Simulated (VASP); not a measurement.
# Ta (Fm-3m) in VASP: further runs

Ta is run at these levels: PBE; tasks: single point.

Program: VASP 6.6.1. These are calculated values, not measurements. Logs are shortened: lines on timing, memory, paths and dates and some standing lists are left out, and cuts for length are marked.

### Step 1. The cell of the first run

The structure is cubic, space group Fm-3m (No. 225). The conventional cell has a = 4.170 Å, b = 4.170 Å, c = 4.170 Å, α = 90.00°, β = 90.00°, γ = 90.00°. Within 3.9 Å of Ta (site symmetry m-3m) lie 12 Ta at 2.95 Å.

### Step 2. Single point, PBE

Input file INCAR:

```
SYSTEM = Ta
  PREC = Accurate
  ENCUT = 520
  EDIFF = 1E-6
  ISMEAR = 0
  SIGMA = 0.05
  LREAL = .False.
  LASPH = .True.
  NELM = 100
  ALGO = Normal
  ISIF = 2
  LWAVE = .False.
  LCHARG = .False.
  GGA = PE
  NBANDS = 12
```

Input file KPOINTS:

```
regular mesh
0
Gamma
  8 8 8
  0 0 0
```

Input file POSCAR:

```
Ta
1.0
    0.0000000000      2.0851675935      2.0851675935
    2.0851675935      0.0000000000      2.0851675935
    2.0851675935      2.0851675935      0.0000000000
Ta
1
Direct
    0.0000000000      0.0000000000      0.0000000000
```

Potentials or basis: VASP PAW PBE potentials, release 64 (Ta_pv).

Launch:

```sh
$ cat potpaw_PBE.64/Ta_pv/POTCAR > POTCAR
$ mpirun -np 1 vasp_std > vasp.out
```

OUTCAR:

```text
SYSTEM = Ta
   PREC = Accurate
   ENCUT = 520
   EDIFF = 1E-6
   ISMEAR = 0
   LREAL = .False.
   LASPH = .True.
   NELM = 100
   ISIF = 2
   GGA = PE

 ion  position               nearest neighbor table
   1  0.000  0.000  0.000-

  LATTYP: Found a face centered cubic cell.
 ALAT       =     4.1703351870

  Lattice vectors:

 A1 = (   0.0000000000,   2.0851675935,   2.0851675935)
 A2 = (   2.0851675935,   0.0000000000,   2.0851675935)
 A3 = (   2.0851675935,   2.0851675935,   0.0000000000)

Analysis of symmetry for initial positions (statically):
[... 33 lines left out ...]
                                     Primitive cell

  volume of cell :      18.1323

  direct lattice vectors                    reciprocal lattice vectors
     0.000000000  2.085167594  2.085167594    -0.239788879  0.239788879  0.239788879
     2.085167594  0.000000000  2.085167594     0.239788879 -0.239788879  0.239788879
     2.085167594  2.085167594  0.000000000     0.239788879  0.239788879 -0.239788879

  length of vectors
     2.948872291  2.948872291  2.948872291     0.415326522  0.415326522  0.415326522

  position of ions in fractional coordinates (direct lattice)
     0.000000000  0.000000000  0.000000000

  ion indices of the primitive-cell ions
   primitive index   ion index
                 1           1

----------------------------------------------------------------------------------------

 KPOINTS: regular mesh

Automatic generation of k-mesh.
 Grid dimensions read from file:
 generate k-points for:    8    8    8

 Generating k-lattice:

  Cartesian coordinates                     Fractional coordinates (reciprocal lattice)
    -0.029973610  0.029973610  0.029973610     0.125000000  0.000000000  0.000000000
     0.029973610 -0.029973610  0.029973610     0.000000000  0.125000000  0.000000000
     0.029973610  0.029973610 -0.029973610     0.000000000  0.000000000  0.125000000

  Length of vectors
     0.051915815  0.051915815  0.051915815

  Shift w.r.t. Gamma in fractional coordinates (k-lattice)
     0.000000000  0.000000000  0.000000000

 Subroutine IBZKPT returns following result:
 ===========================================

 Found     29 irreducible k-points:

 Following reciprocal coordinates:
            Coordinates               Weight
  0.000000  0.000000  0.000000      1.000000
  0.125000  0.000000  0.000000      8.000000
  0.250000  0.000000  0.000000      8.000000
  0.375000  0.000000  0.000000      8.000000
  0.500000  0.000000  0.000000      4.000000
  0.125000  0.125000  0.000000      6.000000
[... 16 lines left out ...]
  0.500000  0.250000  0.125000     48.000000
 -0.375000  0.250000  0.125000     24.000000
 [... further k-points ...]
   k-points           NKPTS =     29   k-points in BZ     NKDIM =     29   number of bands    NBANDS=     12
   number of dos      NEDOS =    301   number of ions     NIONS =      1
   total plane-waves  NPLWV =  13824
   dimension x,y,z NGX =    24 NGY =   24 NGZ =   24
   dimension x,y,z NGXF=    48 NGYF=   48 NGZF=   48
   ions per type =               1
   NGX,Y,Z   is equivalent  to a cutoff of  13.53, 13.53, 13.53 a.u.
   NGXF,Y,Z  is equivalent  to a cutoff of  27.06, 27.06, 27.06 a.u.
 SYSTEM =  Ta
   PREC   = accura    normal or accurate (medium, high low for compatibility)
   ISTART =      0    job   : 0-new  1-cont  2-samecut
   ICHARG =      2    charge: 1-file 2-atom 10-const
   ISPIN  =      1    spin polarized calculation?
   LNONCOLLINEAR =      F non collinear calculations
   LSORBIT =      F    spin-orbit coupling
   LASPH  =      T    aspherical Exc in radial PAW
   ENCUT  =  520.0 eV  38.22 Ry    6.18 a.u.   5.48  5.48  5.48*2*pi/ulx,y,z
   NELM   =    100;   NELMIN=  2; NELMDL= -5     # of ELM steps
   EDIFF  = 0.1E-05   stopping-criterion for ELM
   LREAL  =      F    real-space projection
   EDIFFG = 0.1E-04   stopping-criterion for IOM
   NSW    =      0    number of steps for IOM
   IBRION =     -1    ionic relax: 0-MD 1-quasi-New 2-CG
   NFREE  =      0    steps in history (QN), initial steepest desc. (CG)
   ISIF   =      2    stress and relaxation
   ISYM   =      2    0-nonsym 1-usesym 2-fastsym
   POTIM  = 0.5000    time-step for ionic-motion
   TEBEG  =    0.0;   TEEND  =   0.0 temperature during run
   PSTRESS=    0.0 pullay stress
   NELECT =      11.0000    total number of electrons
   NUPDOWN=      -1.0000    fix difference up-down
   EMIN   =  10.00;   EMAX   =-10.00  energy-range for DOS
   EFERMI =   0.00;   METHOD = LEGACY
   ISMEAR =     0;   SIGMA  =   0.05  broadening in eV -4-tet -1-fermi 0-gaus
   EFERMI_NEDOS =   21; number of points for ismear=-14 and -15
   IALGO  =     38    algorithm
   IMIX   =      4    mixing-type and parameters
     AMIX     =   0.40;   BMIX     =  1.00
     AMIX_MAG =   1.60;   BMIX_MAG =  1.00
  volume/ion in A,a.u.               =      18.13       122.36
  Fermi-wavevector in a.u.,A,eV,Ry     =   1.385867  2.618908 26.131706  1.920626
  Thomas-Fermi vector in A             =   2.510236
   LORBIT       =      0    0 simple, 1 ext, 2 COOP (PROOUT), +10 PAW based schemes
   GGA     = PE    functional components
   LHFCALC =     F    Hartree Fock is set to
   AEXX    =    0.0000 exact exchange contribution
   IVDW    =     0    specifies the selected vdW correction
   LEPSILON=     F    determine dielectric tensor
   LRPA    =     F    only Hartree local field effects (RPA)
 non-spin polarized calculation
 Gauss-broadening in eV      SIGMA  =   0.05
  energy-cutoff  :      520.00
  volume of cell :       18.13
 maximum number of plane-waves:       531
 NGX is ok and might be reduce to    24
   NGX = 11   NGY = 11   NGZ = 11

 number of electron      11.0000001 magnetization

 Free energy of the ion-electron system (eV)
  ---------------------------------------------------
  ext. energy  EPLUGINS =         0.00000000
  ---------------------------------------------------
  free energy    TOTEN  =       -11.53667855 eV

  energy without entropy =      -11.53382841  energy(sigma->0) =      -11.53525348

 E-fermi :   5.7899     XC(G=0): -12.5894

 val. band max:        5.7542937293   @ k =   0.3750   0.2500   0.1250
 cond. band min:       5.8220881951   @ k =   0.3750   0.1250   0.0000
 fundamental gap:      0.0677944658
 Fermi energy:         5.7899203501

 k-point     1 :       0.0000    0.0000    0.0000
  band No.  band energies     occupation
      1     -27.6978      2.00000
      2     -27.6978      2.00000
      3     -27.6978      2.00000
      4      -2.4600      2.00000
      5       6.2457      0.00000
      6       6.2457      0.00000
      7       6.2457      0.00000
      8       9.3856      0.00000
      9       9.3856      0.00000
     10      18.3869      0.00000
     11      20.0366      0.00000
     12      23.4052      0.00000

 k-point     2 :       0.1250    0.0000    0.0000
  band No.  band energies     occupation
      1     -27.8766      2.00000
      2     -27.7203      2.00000
      3     -27.7203      2.00000
      4      -1.8262      2.00000
      5       5.7454      1.79204
      6       6.5185      0.00000
      7       6.5185      0.00000
      8       9.1434      0.00000
      9       9.1434      0.00000
     10      19.5971      0.00000
     11      20.0354      0.00000
     12      21.2994      0.00000

 k-point     3 :       0.2500    0.0000    0.0000
  band No.  band energies     occupation
      1     -28.2901      2.00000
      2     -27.7741      2.00000
      3     -27.7741      2.00000
      4      -0.3084      2.00000
      5       5.0825      2.00000
      6       6.6646      0.00000
      7       6.6646      0.00000
      8       9.4292      0.00000
      9       9.4292      0.00000
     10      18.4856      0.00000
     11      20.0375      0.00000
     12      22.4122      0.00000

 k-point     4 :       0.3750    0.0000    0.0000
  band No.  band energies     occupation
      1     -28.6811      2.00000
      2     -27.8272      2.00000
      3     -27.8272      2.00000
      4       0.8394      2.00000
      5       5.6523      1.99990
      6       6.2301      0.00000
      7       6.2301      0.00000
      8      10.8960      0.00000
      9      10.8960      0.00000
     10      16.9334      0.00000
     11      19.9176      0.00000
     12      20.1022      0.00000

 k-point     5 :       0.5000    0.0000    0.0000
  band No.  band energies     occupation
      1     -28.8371      2.00000
      2     -27.8490      2.00000
      3     -27.8490      2.00000
      4       1.0526      2.00000
      5       6.0030      0.00000
      6       6.0030      0.00000
      7       6.6115      0.00000
      8      11.8370      0.00000
      9      11.8370      0.00000
     10      16.3182      0.00000
     11      17.9482      0.00000
     12      20.0427      0.00000
[... 228 lines left out ...]
      1     -28.7640      2.00000
      2     -28.1076      2.00000
      3     -28.1076      2.00000
      4       1.2220      2.00000
      5       2.2974      2.00000
      6       8.9096      0.00000
      7      11.8263      0.00000
      8      12.5658      0.00000
      9      12.5658      0.00000
     10      17.1996      0.00000
     11      17.1996      0.00000
     12      18.5740      0.00000

 k-point    22 :       0.3750    0.2500    0.1250
  band No.  band energies     occupation
      1     -28.3863      2.00000
      2     -27.9872      2.00000
      3     -27.8450      2.00000
      4       0.9992      2.00000
      5       4.1437      2.00000
      6       5.7543      1.68639
      7       8.2024      0.00000
      8       8.3749      0.00000
      9      11.4077      0.00000
     10      19.9929      0.00000
     11      20.2134      0.00000
     12      23.3747      0.00000

 k-point    23 :       0.5000    0.2500    0.1250
  band No.  band energies     occupation
      1     -28.5944      2.00000
      2     -28.1136      2.00000
      3     -27.9101      2.00000
      4       2.2897      2.00000
      5       4.2642      2.00000
      6       4.9679      2.00000
      7       7.7373      0.00000
      8      10.2281      0.00000
      9      13.0721      0.00000
     10      17.4356      0.00000
     11      20.0420      0.00000
     12      21.6653      0.00000

 k-point    24 :      -0.3750    0.2500    0.1250
  band No.  band energies     occupation
      1     -28.6826      2.00000
      2     -28.1533      2.00000
      3     -27.9453      2.00000
      4       2.6016      2.00000
      5       4.0727      2.00000
      6       5.6069      2.00000
      7       7.4274      0.00000
      8      11.2593      0.00000
      9      14.0682      0.00000
     10      15.2001      0.00000
     11      20.0402      0.00000
     12      21.2088      0.00000

 [... further k-points ...]
[... 5 lines left out ...]
  --------------------------------------------------------------------------------------
  -------------------------------------------------------------------------------------
  Total        1.0344352      1.0344352      1.0344352      0.0000000      0.0000000     -0.0000000
  in kB       91.4031115     91.4031115     91.4031115      0.0000000      0.0000000     -0.0000000
  external PRESSURE =      91.4031115 kB  Pullay stress =       0.0000000 kB

 VOLUME and BASIS-vectors are now :
 -----------------------------------------------------------------------------
  energy-cutoff  :      520.00
  volume of cell :       18.13
      direct lattice vectors                 reciprocal lattice vectors
     0.000000000  2.085167594  2.085167594    -0.239788879  0.239788879  0.239788879
     2.085167594  0.000000000  2.085167594     0.239788879 -0.239788879  0.239788879
     2.085167594  2.085167594  0.000000000     0.239788879  0.239788879 -0.239788879

 POSITION                                       TOTAL-FORCE (eV/Angst)
 -----------------------------------------------------------------------------------
      0.00000      0.00000      0.00000         0.000000     -0.000000     -0.000000
 -----------------------------------------------------------------------------------
    total drift:                               -0.000000     -0.000000     -0.000000

  FREE ENERGIE OF THE ION-ELECTRON SYSTEM (eV)
  ---------------------------------------------------
  free  energy   TOTEN  =       -11.5366785522 eV

  energy  without entropy=      -11.5338284120  energy(sigma->0) =      -11.53525348
```

Run time: 6.9 s. Hardware: 1 thread of AMD EPYC 7R43 (Zen 3), shared host; peak memory 0.1 GiB.

Results:

| Property | Result |
| --- | --- |
| Free energy | -11.5367 eV |
| Pressure | 9.1 GPa |

Caveat: spin-orbit coupling is left out, which moves the levels of the heavy elements.

[end of part 1 of 2]
